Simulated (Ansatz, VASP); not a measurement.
One calculation of WS2, two programs

Contents of INCAR:

```
PREC = Accurate ; ENCUT = 520
EDIFF = 1E-6 ; ISMEAR = -1
SIGMA = 0.05 ; LREAL = F
LASPH = T ; NELM = 60
ALGO = Normal ; ISIF = 2
LWAVE = F ; LCHARG = T
LELF = T ; LVHAR = T
NBANDS = 20
```

File KPOINTS:

```
Automatic mesh
0
Gamma
  10 10 2
```

The input POSCAR:

```
WS2
1.0
    3.1621498298      0.0000000000      0.0000000000
   -1.5810749149      2.7385020831      0.0000000000
    0.0000000000      0.0000000000     16.8368121945
W S
1 2
Direct
    0.0000000000      0.0000000000      0.0000000000
    0.3333333333      0.6666666667      0.0920005100
    0.3333333333      0.6666666667      0.9079994900
```

File input.yaml:

```yaml
crystal:
  lattice:
    - [3.1621498298, 0.0, 0.0]
    - [-1.5810749149, 2.7385020831, 0.0]
    - [0.0, 0.0, 16.8368121945]
  atoms:
    - { symbol: W, position: [0.0, 0.0, 0.0] }
    - { symbol: S, position: [0.3333333333, 0.6666666667, 0.09200051] }
    - { symbol: S, position: [0.3333333333, 0.6666666667, 0.90799949] }
kpoints:
  mp_grid: { grid: [10, 10, 2] }
scf:
  occupations: { method: fermi_dirac, width: 0.05 }
hamiltonian:
  xc: lda
  pseudopotentials: { kind: all_electron, lapw: { basis_error: 0.002 } }
output:
  forces: true
  stress: true
  eigenvalues: true
```

Change from the starting cell: volume scaled by 0.98.

Alike in both runs: task single point; functional LDA; k mesh 10 × 10 × 2; occupations fermi-dirac, width 0.05 eV; no spin polarisation.

```csv
,VASP,Ansatz
version,VASP 6.6.1,Ansatz 0.2.0
potentials or method,"VASP PAW LDA potentials, release 64 (W_sv, S), cutoff 520 eV","all-electron LAPW, scalar-relativistic"
```

```csv
,VASP,Ansatz,Ansatz less VASP
gap on the k mesh at the Fermi level (eV),2.05,2.04,-0.011
least direct gap on the mesh (eV),2.21,2.20,-0.010
rms of the force components (eV/Å),0.003,0.019,+0.0160
```

LDA's correlation is that of Perdew and Zunger in VASP and of Perdew and Wang (1992) in Ansatz. Atom by atom the forces differ by 0.022 eV/Å (rms over components). Ansatz ran all-electron here, and VASP with PAW potentials.

Spin-orbit coupling is off throughout.
